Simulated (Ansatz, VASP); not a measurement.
GaSb: VASP beside Ansatz

```
Ga Sb
1.0
     0.00000    2.49854    2.49854
     2.49854    0.00000    2.49854
     2.49854    2.49854    0.00000
Ga Sb
1 1
Direct
  0.00000 0.00000 0.00000
  0.50000 0.50000 0.50000
```

Change from the starting cell: volume scaled by 0.64, LAPW.

Alike in both runs: task single point; functional PBE; k mesh 13 × 13 × 13; occupations fermi-dirac, width 0.08 eV; no spin polarisation.

|  | VASP | Ansatz |
| --- | --- | --- |
| version | VASP 6.6.1 | Ansatz 0.2.0 |
| potentials or method | VASP PAW PBE potentials, release 64 (Ga_d, Sb), cutoff 520 eV | all-electron LAPW, scalar-relativistic |

|  | VASP | Ansatz | Ansatz less VASP |
| --- | --- | --- | --- |
| pressure (GPa) | 72.0 | 71.5 | -0.57 |

Both programs put the cell under a high pressure, so it lies far from rest at this level. Ansatz ran all-electron here, and VASP with PAW potentials.

Neither program's run includes spin-orbit coupling. Noted on VASP's run: the cell as given lies far from equilibrium.
